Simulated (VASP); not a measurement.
# NdHf (Cmmm) in VASP: relaxation of cell and atoms with PBE

Aim: the relaxation of cell and atoms of NdHf with PBE.

Everything below comes from runs of VASP 6.6.1. Logs are shortened: lines on timing, memory, paths and dates and some standing lists are left out, and cuts for length are marked.

## 1. The cell of the first run

The structure is orthorhombic, space group Cmmm (No. 65). The conventional cell has a = 5.246 Å, b = 5.405 Å, c = 3.772 Å, α = 90.00°, β = 90.00°, γ = 90.00°. Nd (site symmetry mmm) has 4 Hf at 2.62 to 2.70 Å within 3.5 Å. Within 3.5 Å of Hf (site symmetry mmm) lie 4 Nd at 2.62 to 2.70 Å.

The cell was generated, and may not be a known phase.

## 2. Relaxation of cell and atoms, PBE

Contents of INCAR:

```
PREC     = Accurate       # precision mode
ENCUT    = 500            # plane-wave cutoff, eV
EDIFF    = 1E-7           # SCF threshold, eV
ISMEAR   = 0              # smearing method
SIGMA    = 0.2            # smearing width, eV
LREAL    = False          # projectors in reciprocal space
LASPH    = True           # aspherical terms in the spheres
NELM     = 200            # most SCF steps
ALGO     = Normal         # electronic algorithm
ISIF     = 3              # what is computed and relaxed
LWAVE    = False          # write WAVECAR
LCHARG   = False          # write CHGCAR
GGA      = PE             # functional
IBRION   = 2              # ionic algorithm
NSW      = 36             # ionic steps
EDIFFG   = -0.08          # ionic threshold
GGA_COMPAT= False        
NELMIN   = 4            
LMAXMIX  = 6              # l up to which the mixer works
```

Contents of KPOINTS:

```
regular mesh
0
Gamma
  5 5 5
```

Contents of POSCAR:

```
NdHf
1.0
    2.6231417000     -2.7025099400      0.0000000000
    2.6231417000      2.7025099400      0.0000000000
    0.0000000000      0.0000000000      3.7717233000
Nd Hf
1 1
Direct
    0.5000000000      0.5000000000      0.0000000000
    0.0000000000      0.0000000000      0.0000000000
```

Potentials or basis: VASP PAW PBE potentials, release 64 (Nd_3, Hf_pv), 4f in core.

The run is started by

```
cat potpaw_PBE.64/Nd_3/POTCAR potpaw_PBE.64/Hf_pv/POTCAR > POTCAR
mpirun -np 1 vasp_std > vasp.out
```

OUTCAR:

```text
PREC = Accurate
   ENCUT = 500
   EDIFF = 1E-7
   ISMEAR = 0
   LREAL = False
   LASPH = True
   NELM = 200
   ISIF = 3
   GGA = PE
   IBRION = 2
   NSW = 36
   EDIFFG = -0.08
   NELMIN = 4

 ion  position               nearest neighbor table
   1  0.500  0.500  0.000-   2 2.62   2 2.62   2 2.70   2 2.70
   2  0.000  0.000  0.000-   1 2.62   1 2.62   1 2.70   1 2.70

  LATTYP: Found a base centered orthorhombic cell.
 ALAT       =     5.2462834000
 B/A-ratio  =     1.0302569396
 C/A-ratio  =     0.7189324351

  Lattice vectors:

 A1 = (   2.6231417000,  -2.7025099400,   0.0000000000)
 A2 = (   2.6231417000,   2.7025099400,   0.0000000000)
 A3 = (   0.0000000000,   0.0000000000,   3.7717233000)

Analysis of symmetry for initial positions (statically):
=====================================================================
 Subroutine PRICEL returns:
 Original cell was already a primitive cell.

 Routine SETGRP: Setting up the symmetry group for a
 base centered orthorhombic supercell.

 Subroutine GETGRP returns: Found  8 space group operations
 (whereof  8 operations were pure point group operations)
 out of a pool of  8 trial point group operations.

The static configuration has the point symmetry D_2h.

Analysis of symmetry for dynamics (positions and initial velocities):
=====================================================================
 Subroutine PRICEL returns:
 Original cell was already a primitive cell.

 Routine SETGRP: Setting up the symmetry group for a
 base centered orthorhombic supercell.

 Subroutine GETGRP returns: Found  8 space group operations
 (whereof  8 operations were pure point group operations)
 out of a pool of  8 trial point group operations.

The dynamic configuration has the point symmetry D_2h.

 Subroutine INISYM returns: Found  8 space group operations
 (whereof  8 operations are pure point group operations),
 and found     1 'primitive' translations

----------------------------------------------------------------------------------------

                                     Primitive cell

  volume of cell :      53.4760

  direct lattice vectors                    reciprocal lattice vectors
     2.623141700 -2.702509940  0.000000000     0.190611129 -0.185013196  0.000000000
     2.623141700  2.702509940  0.000000000     0.190611129  0.185013196  0.000000000
     0.000000000  0.000000000  3.771723300     0.000000000  0.000000000  0.265130796

  length of vectors
     3.766222558  3.766222558  3.771723300     0.265636001  0.265636001  0.265130796

  position of ions in fractional coordinates (direct lattice)
     0.500000000  0.500000000  0.000000000
     0.000000000  0.000000000  0.000000000

  ion indices of the primitive-cell ions
   primitive index   ion index
                 1           1
                 2           2

----------------------------------------------------------------------------------------

 KPOINTS: regular mesh

Automatic generation of k-mesh.
 Grid dimensions read from file:
 generate k-points for:    5    5    5

 Generating k-lattice:

  Cartesian coordinates                     Fractional coordinates (reciprocal lattice)
     0.038122226 -0.037002639  0.000000000     0.200000000 -0.000000000  0.000000000
     0.038122226  0.037002639  0.000000000    -0.000000000  0.200000000  0.000000000
     0.000000000  0.000000000  0.053026159     0.000000000  0.000000000  0.200000000

  Length of vectors
     0.053127200  0.053127200  0.053026159

  Shift w.r.t. Gamma in fractional coordinates (k-lattice)
     0.000000000  0.000000000  0.000000000

 Subroutine IBZKPT returns following result:
 ===========================================

 Found     27 irreducible k-points:

 Following reciprocal coordinates:
            Coordinates               Weight
  0.000000  0.000000  0.000000      1.000000
  0.200000  0.000000  0.000000      4.000000
  0.400000 -0.000000  0.000000      4.000000
  0.200000  0.200000  0.000000      2.000000
  0.400000  0.200000  0.000000      4.000000
 -0.400000  0.200000  0.000000      4.000000
[... 16 lines left out ...]
  0.400000  0.200000  0.400000      8.000000
 -0.400000  0.200000  0.400000      8.000000
 [... further k-points ...]
   k-points           NKPTS =     27   k-points in BZ     NKDIM =     27   number of bands    NBANDS=     14
   number of dos      NEDOS =    301   number of ions     NIONS =      2
   total plane-waves  NPLWV =  21952
   dimension x,y,z NGX =    28 NGY =   28 NGZ =   28
   dimension x,y,z NGXF=    56 NGYF=   56 NGZF=   56
   ions per type =               1   1
   NGX,Y,Z   is equivalent  to a cutoff of  12.36, 12.36, 12.34 a.u.
   NGXF,Y,Z  is equivalent  to a cutoff of  24.72, 24.72, 24.68 a.u.
 SYSTEM =  unknown system
   PREC   = accura    normal or accurate (medium, high low for compatibility)
   ISTART =      0    job   : 0-new  1-cont  2-samecut
   ICHARG =      2    charge: 1-file 2-atom 10-const
   ISPIN  =      1    spin polarized calculation?
   LNONCOLLINEAR =      F non collinear calculations
   LSORBIT =      F    spin-orbit coupling
   LASPH  =      T    aspherical Exc in radial PAW
   ENCUT  =  500.0 eV  36.75 Ry    6.06 a.u.   6.87  6.87  6.88*2*pi/ulx,y,z
   NELM   =    200;   NELMIN=  4; NELMDL= -5     # of ELM steps
   EDIFF  = 0.1E-06   stopping-criterion for ELM
   LREAL  =      F    real-space projection
   EDIFFG = -.8E-01   stopping-criterion for IOM
   NSW    =     36    number of steps for IOM
   IBRION =      2    ionic relax: 0-MD 1-quasi-New 2-CG
   NFREE  =      1    steps in history (QN), initial steepest desc. (CG)
   ISIF   =      3    stress and relaxation
   ISYM   =      2    0-nonsym 1-usesym 2-fastsym
   POTIM  = 0.5000    time-step for ionic-motion
   TEBEG  =    0.0;   TEEND  =   0.0 temperature during run
   PSTRESS=    0.0 pullay stress
   NELECT =      21.0000    total number of electrons
   NUPDOWN=      -1.0000    fix difference up-down
   EMIN   =  10.00;   EMAX   =-10.00  energy-range for DOS
   EFERMI =   0.00;   METHOD = LEGACY
   ISMEAR =     0;   SIGMA  =   0.20  broadening in eV -4-tet -1-fermi 0-gaus
   EFERMI_NEDOS =   21; number of points for ismear=-14 and -15
   IALGO  =     38    algorithm
   IMIX   =      4    mixing-type and parameters
     AMIX     =   0.40;   BMIX     =  1.00
     AMIX_MAG =   1.60;   BMIX_MAG =  1.00
  volume/ion in A,a.u.               =      26.74       180.44
  Fermi-wavevector in a.u.,A,eV,Ry     =   1.198841  2.265481 19.554566  1.437220
  Thomas-Fermi vector in A             =   2.334720
   LORBIT       =      0    0 simple, 1 ext, 2 COOP (PROOUT), +10 PAW based schemes
   GGA     = PE    functional components
   LHFCALC =     F    Hartree Fock is set to
   AEXX    =    0.0000 exact exchange contribution
   IVDW    =     0    specifies the selected vdW correction
   LEPSILON=     F    determine dielectric tensor
   LRPA    =     F    only Hartree local field effects (RPA)
 conjugate gradient relaxation of ions
 non-spin polarized calculation
 Gauss-broadening in eV      SIGMA  =   0.20
  energy-cutoff  :      500.00
  volume of cell :       53.48
 maximum number of plane-waves:      1373
   NGX = 13   NGY = 13   NGZ = 13

--------------------------------------- Ionic step        1  -------------------------------------------

 number of electron      21.0000002 magnetization

 Free energy of the ion-electron system (eV)
  ---------------------------------------------------
  ext. energy  EPLUGINS =         0.00000000
  ---------------------------------------------------
  free energy    TOTEN  =       -10.82857711 eV

  energy without entropy =      -10.79085907  energy(sigma->0) =      -10.80971809

------------------------ aborting loop because EDIFF is reached ----------------------------------------

  FORCE on cell =-STRESS in cart. coord.  units (eV):
  Direction    XX          YY          ZZ          XY          YZ          ZX
  --------------------------------------------------------------------------------------
  -------------------------------------------------------------------------------------
  Total       11.1033156      9.2096408     -3.7081914      0.0000000      0.0000000      0.0000000
  in kB      332.6629209    275.9271292   -111.0999475      0.0000000      0.0000000      0.0000000
  external PRESSURE =     165.8300342 kB  Pullay stress =       0.0000000 kB

 VOLUME and BASIS-vectors are now :
 -----------------------------------------------------------------------------
  energy-cutoff  :      500.00
  volume of cell :       53.48
      direct lattice vectors                 reciprocal lattice vectors
     2.623141700 -2.702509940  0.000000000     0.190611129 -0.185013196  0.000000000
     2.623141700  2.702509940  0.000000000     0.190611129  0.185013196  0.000000000
     0.000000000  0.000000000  3.771723300     0.000000000  0.000000000  0.265130796
[... 1051 lines left out ...]
 POSITION                                       TOTAL-FORCE (eV/Angst)
 -----------------------------------------------------------------------------------
      3.10816      0.00000      0.00000         0.000000     -0.000000      0.000000
      0.00000      0.00000      0.00000        -0.000000      0.000000      0.000000
 -----------------------------------------------------------------------------------
    total drift:                                0.000000      0.000000     -0.000000

  FREE ENERGIE OF THE ION-ELECTRON SYSTEM (eV)
  ---------------------------------------------------
  free  energy   TOTEN  =       -12.7014257206 eV

  energy  without entropy=      -12.6379235388  energy(sigma->0) =      -12.66967463

--------------------------------------- Ionic step        8  -------------------------------------------

 number of electron      20.9999998 magnetization

 Free energy of the ion-electron system (eV)
  ---------------------------------------------------
  ext. energy  EPLUGINS =         0.00000000
  ---------------------------------------------------
  free energy    TOTEN  =       -12.70246879 eV

  energy without entropy =      -12.63828333  energy(sigma->0) =      -12.67037606

 E-fermi :   3.5480     XC(G=0): -10.1996

 val. band max:        3.4838426726   @ k =   0.4000  -0.0000   0.4000
 cond. band min:       3.5949211865   @ k =   0.2000   0.0000   0.4000
 fundamental gap:      0.1110785139
 Fermi energy:         3.5479707322

 k-point     1 :       0.0000    0.0000    0.0000
  band No.  band energies     occupation
      1     -33.9513      2.00000
      2     -27.4107      2.00000
      3     -27.4107      2.00000
      4     -26.9178      2.00000
      5     -15.0950      2.00000
      6     -15.0949      2.00000
      7     -13.8962      2.00000
      8      -1.5470      2.00000
      9       1.0052      2.00000
     10       2.3146      2.00000
     11       2.3154      2.00000
     12       3.6072      0.67515
     13       7.2021      0.00000
     14       7.2023      0.00000
[... 413 lines left out ...]
 POSITION                                       TOTAL-FORCE (eV/Angst)
 -----------------------------------------------------------------------------------
      3.10757      0.00000      0.00000        -0.000000     -0.000000      0.000000
      6.21514      0.00000      0.00000         0.000000      0.000000      0.000000
 -----------------------------------------------------------------------------------
    total drift:                                0.000000      0.000000     -0.000000

  FREE ENERGIE OF THE ION-ELECTRON SYSTEM (eV)
  ---------------------------------------------------
  free  energy   TOTEN  =       -12.7024687918 eV

  energy  without entropy=      -12.6382833301  energy(sigma->0) =      -12.67037606

 reached required accuracy - stopping structural energy minimisation
```

Run time: 100 s. Hardware: 1 thread of AMD EPYC 7R13 (Zen 3), shared host; peak memory 0.15 GiB.

What came out:

| Property | Result |
| --- | --- |
| Free energy | -12.7025 eV |
| Relaxed volume | 29.26 Å³/atom |
| Relaxed cell | a = 4.395 Å, b = 4.395 Å, c = 3.030 Å, α = 90.00°, β = 90.00°, γ = 90.00° |
| Space group after relaxing (to 0.1 Å) | P4/mmm (No. 123) |
| Energy gained by relaxing | 936.9 meV/atom |
| Ionic steps | 8 |
| Pressure after relaxing | 0.0 GPa |
| Band gap on the k mesh | zero (an odd number of electrons rules out a gap without spin polarisation) |

Step by step:
```
step  energy change (eV)  largest force (eV/Å)  pressure (GPa)  volume (Å³)
   1              0.0000                0.0000           16.58        53.48
   2             -1.3640                0.0000           -7.32        75.45
   3             -1.5333                0.0000           -3.97        68.19
   4             -1.7930                0.0000           -2.44        62.27
   5             -1.8723                0.0000           -0.04        58.49
   6             -1.8728                0.0000            0.37        58.05
   7             -1.8728                0.0000            0.17        58.26
   8             -1.8739                0.0000           -0.01        58.52
```

Final structure:
```
CELL_PARAMETERS angstrom
3.10757 -3.10748 0.00000
3.10757 3.10748 0.00000
0.00000 0.00000 3.02983
ATOMIC_POSITIONS crystal
Nd 0.50000 0.50000 0.00000
Hf 0.00000 0.00000 0.00000
```

Caveat: a cell axis changed by over 15 % at a fixed basis, so the end point is rough; spin-orbit coupling is left out, which moves the levels of the heavy elements; the 4f electrons are frozen in the core, so they carry no moment and show no levels.

The gap in the log of VASP goes by the Fermi energy; the results here count the filled bands.